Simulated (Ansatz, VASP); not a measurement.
One calculation of Se, two programs

```
Se
1.0
     3.66556    0.00000    0.00000
    -0.01680    3.66764    0.00000
    -0.32993   -1.78816    4.44114
Se
2
Direct
  0.77191 0.17576 0.91495
  0.22809 0.82424 0.08505
```

Alike in both runs: task relaxation of cell and atoms; functional PBE; k mesh 6 × 6 × 4; occupations gaussian, width 0.1 eV; no spin polarisation.

|  | VASP | Ansatz |
| --- | --- | --- |
| version | VASP 6.6.1 | Ansatz 0.2.0 |
| potentials or method | VASP PAW PBE potentials, release 64 (Se), cutoff 600 eV | scalar-relativistic, plane waves, PAW |
| valence electrons in the cell | 12 | 32 |

```tsv
	VASP	Ansatz	Ansatz less VASP
gap on the k mesh at the Fermi level, each at its own relaxed structure (eV)	0.24	0.27	+0.028
relaxed volume (Å³/atom)	30.29	29.88	-0.407
relaxed cell length with the largest relative difference (Å)	4.930	4.841	-0.0898
```

VASP's potentials hold 12 valence electrons a cell and Ansatz's 32, so a difference there can come from the potentials and not from the codes.
